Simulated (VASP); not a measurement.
Write the native input for VASP 6.6.1 that does the following.

| Quantity | Value |
| --- | --- |
| Task | relaxation of cell and atoms |
| Functional | PBE |
| Potentials or basis | VASP PAW PBE potentials, release 64 (Li_sv, Nb_sv, O) |
| Cutoff | 600 eV |
| k mesh | 6 × 6 × 6 |
| Occupations | gaussian, width 0.02 eV |
| Spin | no spin polarisation |
| Dipole correction | no |
| Further INCAR settings | ALGO = Normal; EDIFF = 1e-07; IBRION = 2; EDIFFG = -0.005; NSW = 100; ISIF = 3 |

The structure of LiNbO3 lies in POSCAR:

```
LiNbO3
1.0
    2.6111696024      1.5075594729      4.5977849580
   -2.6111696024      1.5075594729      4.5977849580
    0.0000000000     -3.0151189457      4.5977849580
Li Nb O
2 2 6
Direct
    0.2500000000      0.2500000000      0.2500000000
    0.7500000000      0.7500000000      0.7500000000
    0.0000000000      0.0000000000      0.0000000000
    0.5000000000      0.5000000000      0.5000000000
    0.1303003399      0.3696996601      0.7500000000
    0.7500000000      0.1303003399      0.3696996601
    0.3696996601      0.7500000000      0.1303003399
    0.2500000000      0.8696996601      0.6303003399
    0.8696996601      0.6303003399      0.2500000000
    0.6303003399      0.2500000000      0.8696996601
```

These files were run (other wordings do the same):

INCAR

```
PREC = Accurate
ENCUT = 600
EDIFF = 1E-7
ISMEAR = 0
SIGMA = 0.02
LREAL = F
LASPH = T
NELM = 60
ALGO = Normal
ISIF = 3
LWAVE = F
LCHARG = F
GGA = PE
IBRION = 2
NSW = 100
EDIFFG = -0.005
```

KPOINTS

```
Automatic mesh
0
Gamma
  6 6 6
```

Potentials or basis: VASP PAW PBE potentials, release 64 (Li_sv, Nb_sv, O).

The run is started by

```console
$ cat potpaw_PBE.64/Li_sv/POTCAR potpaw_PBE.64/Nb_sv/POTCAR potpaw_PBE.64/O/POTCAR > POTCAR
$ mpirun -np 1 vasp_std > vasp.out
```

It gave:

The relaxed volume is 10.83 Å³/atom, the relaxed cell is a = 5.494 Å, b = 5.494 Å, c = 5.494 Å, α = 56.71°, β = 56.71°, γ = 56.71° and the space group after relaxing (to 0.1 Å) is R-3c (No. 167). The energy gained by relaxing is 0.0 meV/atom, the ionic steps are 3 and the pressure after relaxing is 0.0 GPa. The band gap on the k mesh is 2.50 eV (least direct gap 2.62 eV).

Caveat: the cutoff is under 1.25 times the usual one of these potentials, so pressure, stress and relaxed cells hold a basis-set (Pulay) error.

It took 12 min on 1 thread of Intel(R) Xeon(R) Platinum 8259CL CPU @ 2.50GHz (Skylake/Cascade Lake) (shared host), peak memory 0.42 GiB.
